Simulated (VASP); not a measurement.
# Gd (P6_3/mmc) in VASP: settings compared

Gd is run at these levels: r2SCAN, LDA, PBE; tasks: single point.

All numbers are computed with VASP 6.6.1; they aren't measurements. Logs are shortened: lines on timing, memory, paths and dates and some standing lists are left out, and cuts for length are marked.

## 1. The cell of the first run

Symmetry: P6_3/mmc, No. 194, hexagonal system. Conventional cell: a = 3.660 Å, b = 3.660 Å, c = 5.821 Å, α = 90.00°, β = 90.00°, γ = 120.00°. Within 4.7 Å of Gd (site symmetry -6m2) lie 12 Gd at 3.60 to 3.66 Å.

## 2. Single point, r2SCAN, collinear spin, ferromagnetic start

POSCAR

```
Gd
1.0
    3.6600801720      0.0000000000      0.0000000000
   -1.8300400860      3.1697224088      0.0000000000
    0.0000000000      0.0000000000      5.8208964803
Gd
2
Direct
    0.6666666667      0.3333333333      0.7500000000
    0.3333333333      0.6666666667      0.2500000000
```

INCAR.step1

```
PREC     = Accurate       # precision mode
ENCUT    = 520            # plane-wave cutoff, eV
ISMEAR   = -1             # smearing method
SIGMA    = 0.05           # smearing width, eV
LREAL    = False          # projectors in reciprocal space
LASPH    = True           # aspherical terms in the spheres
NELM     = 150            # most SCF steps
ISPIN    = 2              # spin polarisation
MAGMOM   = 7 7            # initial moments
LMAXMIX  = 6              # l up to which the mixer works
NBANDS   = 29             # bands
GGA      = PE             # functional
ALGO     = Normal         # electronic algorithm
EDIFF    = 1E-4           # SCF threshold, eV
LWAVE    = True           # write WAVECAR
LCHARG   = False          # write CHGCAR
```

INCAR.step2

```
PREC     = Accurate       # precision mode
ENCUT    = 520            # plane-wave cutoff, eV
EDIFF    = 1E-6           # SCF threshold, eV
ISMEAR   = -1             # smearing method
SIGMA    = 0.05           # smearing width, eV
LREAL    = False          # projectors in reciprocal space
LASPH    = True           # aspherical terms in the spheres
NELM     = 150            # most SCF steps
ALGO     = Normal         # electronic algorithm
ISIF     = 2              # what is computed and relaxed
LWAVE    = False          # write WAVECAR
LCHARG   = True           # write CHGCAR
ISPIN    = 2              # spin polarisation
MAGMOM   = 7 7            # initial moments
LORBIT   = 11             # projections on sites
LMAXMIX  = 6              # l up to which the mixer works
METAGGA  = R2SCAN         # meta-GGA
LMIXTAU  = True         
LELF     = True           # ELF
LVHAR    = True         
NBANDS   = 29             # bands
ISTART   = 1
```

KPOINTS

```
Automatic mesh
0
Gamma
  8 8 5
```

Potentials or basis: VASP PAW PBE potentials, release 64 (Gd).

Started as:

```
$ cat potpaw_PBE.64/Gd/POTCAR > POTCAR
$ cp INCAR.step1 INCAR
$ mpirun -np 1 vasp_std > vasp.out
$ cp INCAR.step2 INCAR
$ mpirun -np 1 vasp_std > vasp.out
```

OUTCAR:

```text
PREC = Accurate
   ENCUT = 520
   EDIFF = 1E-6
   ISMEAR = -1
   LREAL = False
   LASPH = True
   NELM = 150
   ISIF = 2
   ISPIN = 2
   LORBIT = 11
   METAGGA = R2SCAN
   ISTART = 1

 ion  position               nearest neighbor table
   1  0.667  0.333  0.750-
   2  0.333  0.667  0.250-

  LATTYP: Found a hexagonal cell.
 ALAT       =     3.6600801720
 C/A-ratio  =     1.5903740374

  Lattice vectors:

 A1 = (   3.6600801720,   0.0000000000,   0.0000000000)
 A2 = (  -1.8300400860,   3.1697224088,   0.0000000000)
 A3 = (   0.0000000000,   0.0000000000,   5.8208964803)

Analysis of symmetry for initial positions (statically):
=====================================================================
 Subroutine PRICEL returns:
 Original cell was already a primitive cell.

 Routine SETGRP: Setting up the symmetry group for a
 hexagonal supercell.

 Subroutine GETGRP returns: Found 24 space group operations
 (whereof 12 operations were pure point group operations)
 out of a pool of 24 trial point group operations.

The static configuration has the point symmetry D_3d.
 The point group associated with its full space group is D_6h.

Analysis of symmetry for dynamics (positions and initial velocities):
=====================================================================
 Subroutine PRICEL returns:
 Original cell was already a primitive cell.

 Routine SETGRP: Setting up the symmetry group for a
 hexagonal supercell.

 Subroutine GETGRP returns: Found 24 space group operations
 (whereof 12 operations were pure point group operations)
 out of a pool of 24 trial point group operations.

The dynamic configuration has the point symmetry D_3d.
 The point group associated with its full space group is D_6h.

Analysis of structural, dynamic, and magnetic symmetry:
=====================================================================
 Subroutine PRICEL returns:
 Original cell was already a primitive cell.

 Routine SETGRP: Setting up the symmetry group for a
 hexagonal supercell.

 Subroutine GETGRP returns: Found 24 space group operations
 (whereof 12 operations were pure point group operations)
 out of a pool of 24 trial point group operations.

The overall configuration has the point symmetry D_3d.
 The point group associated with its full space group is D_6h.

 Subroutine INISYM returns: Found 24 space group operations
 (whereof 12 operations are pure point group operations),
 and found     1 'primitive' translations

----------------------------------------------------------------------------------------

                                     Primitive cell

  volume of cell :      67.5308

  direct lattice vectors                    reciprocal lattice vectors
     3.660080172  0.000000000  0.000000000     0.273218059  0.157742520  0.000000000
    -1.830040086  3.169722409  0.000000000     0.000000000  0.315485040  0.000000000
     0.000000000  0.000000000  5.820896480     0.000000000  0.000000000  0.171794844

  length of vectors
     3.660080172  3.660080172  5.820896480     0.315485040  0.315485040  0.171794844

  position of ions in fractional coordinates (direct lattice)
     0.666666667  0.333333333  0.750000000
     0.333333333  0.666666667  0.250000000

  ion indices of the primitive-cell ions
   primitive index   ion index
                 1           1
                 2           2

----------------------------------------------------------------------------------------

 KPOINTS: Automatic mesh

Automatic generation of k-mesh.
 Grid dimensions read from file:
 generate k-points for:    8    8    5

 Generating k-lattice:

  Cartesian coordinates                     Fractional coordinates (reciprocal lattice)
     0.034152257  0.019717815  0.000000000     0.125000000 -0.000000000  0.000000000
     0.000000000  0.039435630  0.000000000     0.000000000  0.125000000  0.000000000
     0.000000000  0.000000000  0.034358969     0.000000000  0.000000000  0.200000000

  Length of vectors
     0.039435630  0.039435630  0.034358969

  Shift w.r.t. Gamma in fractional coordinates (k-lattice)
     0.000000000  0.000000000  0.000000000

 Subroutine IBZKPT returns following result:
 ===========================================

 Found     30 irreducible k-points:

 Following reciprocal coordinates:
            Coordinates               Weight
  0.000000  0.000000  0.000000      1.000000
  0.125000  0.000000  0.000000      6.000000
  0.250000  0.000000  0.000000      6.000000
  0.375000  0.000000  0.000000      6.000000
  0.500000  0.000000  0.000000      3.000000
  0.125000  0.125000  0.000000      6.000000
[... 16 lines left out ...]
  0.250000  0.000000  0.400000     12.000000
  0.375000  0.000000  0.400000     12.000000
 [... further k-points ...]
   k-points           NKPTS =     30   k-points in BZ     NKDIM =     30   number of bands    NBANDS=     29
   number of dos      NEDOS =    301   number of ions     NIONS =      2
   total plane-waves  NPLWV =  37632
   dimension x,y,z NGX =    28 NGY =   28 NGZ =   48
   dimension x,y,z NGXF=    56 NGYF=   56 NGZF=   96
   ions per type =               2
   NGX,Y,Z   is equivalent  to a cutoff of  12.72, 12.72, 13.71 a.u.
   NGXF,Y,Z  is equivalent  to a cutoff of  25.44, 25.44, 27.42 a.u.
 SYSTEM =  unknown system
   PREC   = accura    normal or accurate (medium, high low for compatibility)
   ISTART =      1    job   : 0-new  1-cont  2-samecut
   ICHARG =      0    charge: 1-file 2-atom 10-const
   ISPIN  =      2    spin polarized calculation?
   LNONCOLLINEAR =      F non collinear calculations
   LSORBIT =      F    spin-orbit coupling
   LASPH  =      T    aspherical Exc in radial PAW
   ENCUT  =  520.0 eV  38.22 Ry    6.18 a.u.   6.81  6.81 10.82*2*pi/ulx,y,z
   NELM   =    150;   NELMIN=  2; NELMDL=  0     # of ELM steps
   EDIFF  = 0.1E-05   stopping-criterion for ELM
   LREAL  =      F    real-space projection
   EDIFFG = 0.1E-04   stopping-criterion for IOM
   NSW    =      0    number of steps for IOM
   IBRION =     -1    ionic relax: 0-MD 1-quasi-New 2-CG
   NFREE  =      0    steps in history (QN), initial steepest desc. (CG)
   ISIF   =      2    stress and relaxation
   ISYM   =      2    0-nonsym 1-usesym 2-fastsym
   POTIM  = 0.5000    time-step for ionic-motion
   TEBEG  =    0.0;   TEEND  =   0.0 temperature during run
   PSTRESS=    0.0 pullay stress
   NELECT =      36.0000    total number of electrons
   NUPDOWN=      -1.0000    fix difference up-down
   EMIN   =  10.00;   EMAX   =-10.00  energy-range for DOS
   EFERMI =   0.00;   METHOD = LEGACY
   ISMEAR =    -1;   SIGMA  =   0.05  broadening in eV -4-tet -1-fermi 0-gaus
   EFERMI_NEDOS =   21; number of points for ismear=-14 and -15
   IALGO  =     38    algorithm
   IMIX   =      4    mixing-type and parameters
     AMIX     =   0.40;   BMIX     =  1.00
     AMIX_MAG =   1.60;   BMIX_MAG =  1.00
  volume/ion in A,a.u.               =      33.77       227.86
  Fermi-wavevector in a.u.,A,eV,Ry     =   1.327420  2.508460 23.974070  1.762044
  Thomas-Fermi vector in A             =   2.456734
   LORBIT       =     11    0 simple, 1 ext, 2 COOP (PROOUT), +10 PAW based schemes
   METAGGA = R2SCAN    functional components
   LHFCALC =     F    Hartree Fock is set to
   AEXX    =    0.0000 exact exchange contribution
   IVDW    =     0    specifies the selected vdW correction
   LEPSILON=     F    determine dielectric tensor
   LRPA    =     F    only Hartree local field effects (RPA)
 spin polarized calculation
  energy-cutoff  :      520.00
  volume of cell :       67.53
 maximum number of plane-waves:      1833
 NGX is ok and might be reduce to    28
   NGX = 13   NGY = 13   NGZ = 21

 number of electron      36.0000008 magnetization      15.8736455

 Free energy of the ion-electron system (eV)
  ---------------------------------------------------
  ext. energy  EPLUGINS =         0.00000000
  ---------------------------------------------------
  free energy    TOTEN  =       -82.19400572 eV

  energy without entropy =      -82.18638958  energy(sigma->0) =      -82.19019765

 E-fermi :   3.0220     XC(G=0): -10.4938

 val. band max:        2.9745738734   @ k =   0.1250   0.1250   0.2000
 cond. band min:       3.0727473649   @ k =   0.2500   0.2500   0.4000
 fundamental gap:      0.0981734915
 Fermi energy:         3.0219555533

 spin component 1

 k-point     1 :       0.0000    0.0000    0.0000
  band No.  band energies     occupation
      1     -44.3957      1.00000
      2     -44.3284      1.00000
      3     -21.4344      1.00000
      4     -20.8339      1.00000
      5     -20.8338      1.00000
      6     -20.7333      1.00000
[... 21 lines left out ...]
     28       4.3502      0.00000
     29       4.7795      0.00000
[... 705 lines left out ...]
 k-point    24 :       0.3750    0.0000    0.4000
  band No.  band energies     occupation
      1     -44.3369      1.00000
      2     -44.3268      1.00000
      3     -21.3269      1.00000
      4     -21.2762      1.00000
      5     -20.9517      1.00000
      6     -20.9025      1.00000
[... 21 lines left out ...]
     28       3.9754      0.00000
     29       4.9229      0.00000

 [... further k-points ...]

 spin component 2

 k-point     1 :       0.0000    0.0000    0.0000
  band No.  band energies     occupation
      1     -40.4603      1.00000
      2     -40.3761      1.00000
      3     -18.7138      1.00000
      4     -17.9836      1.00000
      5     -17.9836      1.00000
      6     -17.8780      1.00000
[... 21 lines left out ...]
     28       5.9853      0.00000
     29       6.4405      0.00000
[... 705 lines left out ...]
 k-point    24 :       0.3750    0.0000    0.4000
  band No.  band energies     occupation
      1     -40.3857      1.00000
      2     -40.3730      1.00000
      3     -18.5759      1.00000
      4     -18.5147      1.00000
      5     -18.1414      1.00000
      6     -18.0709      1.00000
[... 21 lines left out ...]
     28       5.7684      0.00000
     29       6.4205      0.00000

 [... further k-points ...]

------------------------ aborting loop because EDIFF is reached ----------------------------------------

  FORCE on cell =-STRESS in cart. coord.  units (eV):
  Direction    XX          YY          ZZ          XY          YZ          ZX
  --------------------------------------------------------------------------------------
  -------------------------------------------------------------------------------------
  Total       -0.1434867     -0.1434867      0.3012422      0.0000000     -0.0000000      0.0000000
  in kB       -3.4042425     -3.4042425      7.1470139      0.0000000     -0.0000000      0.0000000
  external PRESSURE =       0.1128430 kB  Pullay stress =       0.0000000 kB

 VOLUME and BASIS-vectors are now :
 -----------------------------------------------------------------------------
  energy-cutoff  :      520.00
  volume of cell :       67.53
      direct lattice vectors                 reciprocal lattice vectors
     3.660080172  0.000000000  0.000000000     0.273218059  0.157742520  0.000000000
    -1.830040086  3.169722409  0.000000000     0.000000000  0.315485040  0.000000000
     0.000000000  0.000000000  5.820896480     0.000000000  0.000000000  0.171794844

 POSITION                                       TOTAL-FORCE (eV/Angst)
 -----------------------------------------------------------------------------------
      1.83004      1.05657      4.36567         0.000000     -0.000000      0.000000
     -0.00000      2.11315      1.45522        -0.000000      0.000000      0.000000
 -----------------------------------------------------------------------------------
    total drift:                               -0.000000      0.000000     -0.000000

  FREE ENERGIE OF THE ION-ELECTRON SYSTEM (eV)
  ---------------------------------------------------
  free  energy   TOTEN  =       -82.1940057153 eV

  energy  without entropy=      -82.1863895844  energy(sigma->0) =      -82.19019765

 total charge

# of ion       s       p       d       f       tot
--------------------------------------------------
    1        2.072   5.607   0.572   6.931  15.182
    2        2.072   5.607   0.572   6.931  15.182
--------------------------------------------------
tot          4.145  11.213   1.144  13.863  30.365

 magnetization (x)

# of ion       s       p       d       f       tot
--------------------------------------------------
    1        0.005  -0.096   0.277   6.897   7.083
    2        0.005  -0.096   0.277   6.897   7.083
--------------------------------------------------
tot          0.010  -0.193   0.555  13.794  14.167
```

Wall time 18 min (1 thread of Intel Xeon 8259CL, shared host); peak memory 0.29 GiB.

Results:

| Property | Result |
| --- | --- |
| Free energy | -82.1940 eV |
| Pressure | 0.0 GPa |
| Net moment | 15.87 μB per cell |
| Site moments | Gd +7.08 μB |
| Valence electrons inside the program's atomic spheres | Gd 15.18 |

Levels at points of the mesh, in eV from the Fermi level:
Spin up:
```
           k point  band 24  band 25  band 26  band 27  band 28  band 29
(0.00, 0.00, 0.00)    -3.00     0.52     1.14     1.14     1.33     1.76
(0.50, 0.00, 0.00)    -2.09    -1.56    -0.57     0.69     0.90     1.66
```
Spin down:
| k point | band 7 | band 8 | band 9 | band 10 | band 11 | band 12 | band 13 | band 14 |
| --- | --- | --- | --- | --- | --- | --- | --- | --- |
| (0.00, 0.00, 0.00) | -20.89 | -20.89 | -4.13 | -1.08 | 1.11 | 1.11 | 1.17 | 1.20 |
| (0.50, 0.00, 0.00) | -21.10 | -20.98 | -1.03 | -0.68 | -0.61 | 1.08 | 1.16 | 1.26 |

Caveat: the PAW data sets were made with another functional, which shifts forces and pressure a little; spin-orbit coupling is left out, which moves the levels of the heavy elements; semilocal functionals describe open f shells poorly, which spoils levels, moments and volumes. The state reached can hang on the start; a lower one may exist.

(Part 1 of 3 ends here.)
